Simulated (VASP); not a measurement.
Zr: single point with r2SCAN

The system is Zr.

```
Zr
1.0
     3.24050    0.00000    0.00000
    -1.62025    2.80636    0.00000
     0.00000    0.00000    5.17135
Zr
2
Cartesian
  0.0000 1.8709 1.2928
  1.6203 0.9355 3.8785
```

```json
{"Program": "VASP 6.6.1", "Task": "single point", "Functional": "r2SCAN", "Potentials or basis": "VASP PAW PBE potentials, release 64 (Zr_sv)", "Cutoff": "520 eV", "k mesh": "8 × 8 × 5", "Occupations": "methfessel-paxton, width 0.05 eV", "Spin": "no spin polarisation"}
```

| Item | Value |
| --- | --- |
| Pressure | 0.0 GPa |
| Band gap on the k mesh | zero (band 12 reaches 9.91 eV, above the bottom of band 13 at 8.71 eV) |

Levels at points of the mesh, in eV from the Fermi level:
```csv
k point,band 10,band 11,band 12,band 13,band 14,band 15
"(0.00, 0.00, 0.00)",-3.23,0.92,0.92,0.92,1.06,1.65
"(0.50, 0.00, 0.00)",-2.69,-2.29,-0.44,0.65,0.78,1.50
```

Wall time 36 s on 1 thread of Intel(R) Xeon(R) 6975P-C (Granite Rapids), on a shared host, peak memory 0.17 GiB.

Caveat: the PAW data sets were made with another functional, which shifts forces and pressure a little.
